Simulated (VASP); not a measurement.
# Zr (P6_3/mmc) in VASP: notebook, part 2 of 2

VASP 6.6.1. The steps go on from the part before.

### Step 3. Single point, PBEsol (strain -0.030 along x and y, +0.030 along z)

File INCAR:

```
SYSTEM = Zr
PREC = Accurate
ENCUT = 520
EDIFF = 1E-6
ISMEAR = 0
SIGMA = 0.15
LREAL = .FALSE.
LASPH = .TRUE.
NELM = 60
ALGO = Fast
ISIF = 2
LWAVE = .FALSE.
LCHARG = .FALSE.
GGA = PS
NBANDS = 19
```

File KPOINTS:

```
Automatic mesh
0
G
  18 18 10
  0 0 0
```

File POSCAR:

```
Zr
1.0
    3.1350382758      0.0000000000      0.0000000000
   -1.5675191379      2.7150227887      0.0000000000
    0.0000000000      0.0000000000      5.3014100000
Zr
2
Direct
    0.3333333333      0.6666666667      0.2500000000
    0.6666666667      0.3333333333      0.7500000000
```

Potentials or basis: VASP PAW PBE potentials, release 64 (Zr_sv).

Command:

```bash
> cat potpaw_PBE.64/Zr_sv/POTCAR > POTCAR
> mpirun -np 1 vasp_std > vasp.out
```

OUTCAR:

```text
SYSTEM = Zr
   PREC = Accurate
   ENCUT = 520
   EDIFF = 1E-6
   ISMEAR = 0
   LREAL = .FALSE.
   LASPH = .TRUE.
   NELM = 60
   ISIF = 2
   GGA = PS

 ion  position               nearest neighbor table
   1  0.333  0.667  0.250-   2 3.21   2 3.21   2 3.21   2 3.21   2 3.21   2 3.21
   2  0.667  0.333  0.750-   1 3.21   1 3.21   1 3.21   1 3.21   1 3.21   1 3.21

  LATTYP: Found a hexagonal cell.
 ALAT       =     3.1350382758
 C/A-ratio  =     1.6910192264

  Lattice vectors:

 A1 = (   3.1350382758,   0.0000000000,   0.0000000000)
 A2 = (  -1.5675191379,   2.7150227887,   0.0000000000)
 A3 = (   0.0000000000,   0.0000000000,   5.3014100000)

Analysis of symmetry for initial positions (statically):
=====================================================================
 Subroutine PRICEL returns:
 Original cell was already a primitive cell.

 Routine SETGRP: Setting up the symmetry group for a
 hexagonal supercell.

 Subroutine GETGRP returns: Found 24 space group operations
 (whereof 12 operations were pure point group operations)
 out of a pool of 24 trial point group operations.

The static configuration has the point symmetry D_3d.
 The point group associated with its full space group is D_6h.

Analysis of symmetry for dynamics (positions and initial velocities):
=====================================================================
 Subroutine PRICEL returns:
 Original cell was already a primitive cell.

 Routine SETGRP: Setting up the symmetry group for a
 hexagonal supercell.

 Subroutine GETGRP returns: Found 24 space group operations
 (whereof 12 operations were pure point group operations)
 out of a pool of 24 trial point group operations.

The dynamic configuration has the point symmetry D_3d.
 The point group associated with its full space group is D_6h.

 Subroutine INISYM returns: Found 24 space group operations
 (whereof 12 operations are pure point group operations),
 and found     1 'primitive' translations

[... 110 lines left out ...]
   EFERMI_NEDOS =   21; number of points for ismear=-14 and -15
   IALGO  =     68    algorithm
   IMIX   =      4    mixing-type and parameters
     AMIX     =   0.40;   BMIX     =  1.00
     AMIX_MAG =   1.60;   BMIX_MAG =  1.00
  volume/ion in A,a.u.               =      22.56       152.26
  Fermi-wavevector in a.u.,A,eV,Ry     =   1.326405  2.506541 23.937397  1.759349
  Thomas-Fermi vector in A             =   2.455794
   LORBIT       =      0    0 simple, 1 ext, 2 COOP (PROOUT), +10 PAW based schemes
   GGA     = PS    functional components
   LHFCALC =     F    Hartree Fock is set to
   AEXX    =    0.0000 exact exchange contribution
   IVDW    =     0    specifies the selected vdW correction
   LEPSILON=     F    determine dielectric tensor
   LRPA    =     F    only Hartree local field effects (RPA)
 non-spin polarized calculation
 RMM-DIIS sequential band-by-band and
 Gauss-broadening in eV      SIGMA  =   0.15
  energy-cutoff  :      520.00
  volume of cell :       45.12
 maximum number of plane-waves:      1230
 NGX is ok and might be reduce to    24
   NGX = 11   NGY = 11   NGZ = 19

 number of electron      24.0000000 magnetization

 Free energy of the ion-electron system (eV)
  ---------------------------------------------------
  ext. energy  EPLUGINS =         0.00000000
  ---------------------------------------------------
  free energy    TOTEN  =       -18.15313436 eV

  energy without entropy =      -18.12842778  energy(sigma->0) =      -18.14078107

 E-fermi :   9.1797     XC(G=0): -11.3443

 val. band max:        9.1739876553   @ k =   0.1667   0.0000   0.2000
 cond. band min:       9.1804876361   @ k =   0.1667   0.1111   0.4000
 fundamental gap:      0.0064999808
 Fermi energy:         9.1796842056

 k-point     1 :       0.0000    0.0000    0.0000
  band No.  band energies     occupation
      1     -39.4404      2.00000
      2     -39.2999      2.00000
      3     -17.9810      2.00000
      4     -17.0111      2.00000
      5     -17.0111      2.00000
      6     -16.9897      2.00000
[... 505 lines left out ...]
      6     -17.3205      2.00000
[... 11 lines left out ...]
     18      14.3256      0.00000
     19      15.6127      0.00000

 [... further k-points ...]

------------------------ aborting loop because EDIFF is reached ----------------------------------------

  FORCE on cell =-STRESS in cart. coord.  units (eV):
  Direction    XX          YY          ZZ          XY          YZ          ZX
  --------------------------------------------------------------------------------------
  -------------------------------------------------------------------------------------
  Total        0.1773443      0.1773443     -0.9318401     -0.0000000      0.0000000      0.0000000
  in kB        6.2968027      6.2968027    -33.0859987     -0.0000000      0.0000000      0.0000000
  external PRESSURE =      -6.8307978 kB  Pullay stress =       0.0000000 kB

 VOLUME and BASIS-vectors are now :
 -----------------------------------------------------------------------------
  energy-cutoff  :      520.00
  volume of cell :       45.12
      direct lattice vectors                 reciprocal lattice vectors
     3.135038276  0.000000000  0.000000000     0.318975372  0.184160517  0.000000000
    -1.567519138  2.715022789  0.000000000     0.000000000  0.368321034  0.000000000
     0.000000000  0.000000000  5.301410000     0.000000000  0.000000000  0.188629063

 POSITION                                       TOTAL-FORCE (eV/Angst)
 -----------------------------------------------------------------------------------
     -0.00000      1.81002      1.32535         0.000000     -0.000000      0.000000
      1.56752      0.90501      3.97606        -0.000000      0.000000      0.000000
 -----------------------------------------------------------------------------------
    total drift:                               -0.000000      0.000000     -0.000000

  FREE ENERGIE OF THE ION-ELECTRON SYSTEM (eV)
  ---------------------------------------------------
  free  energy   TOTEN  =       -18.1531343595 eV

  energy  without entropy=      -18.1284277821  energy(sigma->0) =      -18.14078107
```

OSZICAR:

```text
N       E                     dE             d eps       ncg     rms          rms(c)
DAV:   1     0.214355275248E+03    0.21436E+03   -0.13231E+04  8436   0.126E+03
DAV:   2    -0.276028261774E+01   -0.21712E+03   -0.21291E+03  9784   0.369E+02
DAV:   3    -0.185347236695E+02   -0.15774E+02   -0.15643E+02 15339   0.716E+01
[... 11 lines left out ...]
RMM:  15    -0.181531155442E+02   -0.13635E-04   -0.30164E-04 13370   0.180E-01    0.655E-02
RMM:  16    -0.181531287673E+02   -0.13223E-04   -0.64845E-05 12809   0.659E-02    0.169E-02
RMM:  17    -0.181531314158E+02   -0.26485E-05   -0.29042E-05 12958   0.368E-02    0.877E-03
RMM:  18    -0.181531337045E+02   -0.22887E-05   -0.14530E-05 10822   0.188E-02    0.570E-03
RMM:  19    -0.181531343595E+02   -0.65504E-06   -0.84823E-06  8964   0.148E-02
   1 F= -.18153134E+02 E0= -.18140781E+02  d E =-.247066E-01
```

stdout:

```text
POSCAR found type information on POSCAR Zr
 POSCAR found :  1 types and       2 ions
 scaLAPACK will be used
 -----------------------------------------------------------------------------
|                                                                             |
|                                                                             |
|     You enforced a specific xc type in the INCAR file but a different       |
|     I HOPE YOU KNOW WHAT YOU ARE DOING!                                     |
|                                                                             |
 -----------------------------------------------------------------------------

 LDA part: xc-table for (Slater+PW92), standard interpolation
 POSCAR, INCAR and KPOINTS ok, starting setup
 FFT: planning ... GRIDC
 FFT: planning ... GRID_SOFT
 FFT: planning ... GRID
 WAVECAR not read
 entering main loop
WARNING in EDDRMM: call to ZHEGV failed, returncode =   8  4     10
WARNING in EDDRMM: call to ZHEGV failed, returncode =   6  3      4
WARNING in EDDRMM: call to ZHEGV failed, returncode =   8  4      4
WARNING in EDDRMM: call to ZHEGV failed, returncode =   6  3      6
WARNING in EDDRMM: call to ZHEGV failed, returncode =   6  3     10
WARNING in EDDRMM: call to ZHEGV failed, returncode =   8  4     16
```

It took 2.3 min on 1 thread of Intel Xeon Platinum 8488C (Sapphire Rapids), shared host; peak memory 0.27 GiB.

What came out:

```yaml
Free_energy: -18.1531 eV
Pressure: -0.7 GPa
Band_gap_on_the_k_mesh: zero (bands 12 and 13 overlap by 1.13 eV)
```

Caveat: the cell differs from its parent crystal (strain -0.030 along x and y, +0.030 along z); the PAW data sets were made with another functional, which shifts forces and pressure a little.

### Step 4. Single point, PBEsol (strain +0.000 along x and y, -0.030 along z)

File INCAR:

```
SYSTEM = Zr
  ALGO = Fast
  EDIFF = 1E-6
  ENCUT = 520
  GGA = PS
  ISIF = 2
  ISMEAR = 0
  LASPH = .True.
  LCHARG = .False.
  LREAL = .False.
  LWAVE = .False.
  NBANDS = 19
  NELM = 100
  PREC = Accurate
  SIGMA = 0.15
```

File KPOINTS:

```
k-points
0
Gamma
  18 18 10
  0 0 0
```

File POSCAR:

```
Zr
1.0
    3.2319982225      0.0000000000      0.0000000000
   -1.6159991112      2.7989925657      0.0000000000
    0.0000000000      0.0000000000      4.9925900000
Zr
2
Direct
    0.3333333333      0.6666666667      0.2500000000
    0.6666666667      0.3333333333      0.7500000000
```

Command:

```bash
> cat potpaw_PBE.64/Zr_sv/POTCAR > POTCAR
> mpirun -np 1 vasp_std > vasp.out
```

Wall time 2.3 min (1 thread of Intel Xeon Platinum 8488C (Sapphire Rapids), shared host); peak memory 0.27 GiB.

It converged, with:

```
Free energy            : -18.1605 eV
Pressure               : -0.2 GPa
Band gap on the k mesh : zero (bands 12 and 13 overlap by 1.21 eV)
```

Stress tensor (GPa, compression positive):
```
-1.40  0.00  0.00
 0.00 -1.40  0.00
 0.00  0.00  2.23
```

Levels at points of the mesh, in eV from the Fermi level:
| k point | band 10 | band 11 | band 12 | band 13 | band 14 | band 15 |
| --- | --- | --- | --- | --- | --- | --- |
| (0.00, 0.00, 0.00) | -3.13 | 0.79 | 0.79 | 1.28 | 1.55 | 1.59 |
| (0.50, 0.00, 0.00) | -2.58 | -2.20 | -0.25 | 0.31 | 0.98 | 1.66 |
| (0.00, 0.00, 0.50) | -3.92 | 0.17 | 0.17 | 0.63 | 0.63 | 0.63 |
| (0.50, 0.00, 0.50) | -2.97 | -1.04 | -1.04 | 1.71 | 1.71 | 2.13 |

Caveat: the cell differs from its parent crystal (strain +0.000 along x and y, -0.030 along z); the PAW data sets were made with another functional, which shifts forces and pressure a little.

### Step 5. Summary

| cell | gap on the mesh (eV) | pressure (GPa) |
| --- | --- | --- |
| a = 3.184, b = 3.184, c = 5.070 Å, angles 90.0, 90.0, 120.0°, 2 atoms | none | 1.1 |
| a = 3.135, b = 3.135, c = 5.301 Å, angles 90.0, 90.0, 120.0°, 2 atoms | none | -0.7 |
| a = 3.232, b = 3.232, c = 4.993 Å, angles 90.0, 90.0, 120.0°, 2 atoms | none | -0.2 |

Alike in all rows: task single point; level PBEsol; potentials or basis VASP PAW PBE potentials, release 64 (Zr_sv); no spin polarisation; k mesh 18 × 18 × 10; cutoff (eV) 520; smearing gaussian 0.15 eV.

Caveats: the PAW data sets were made with another functional, which shifts forces and pressure a little.

Total energies depend on the potentials used, so only differences within one code and one set of settings carry meaning.
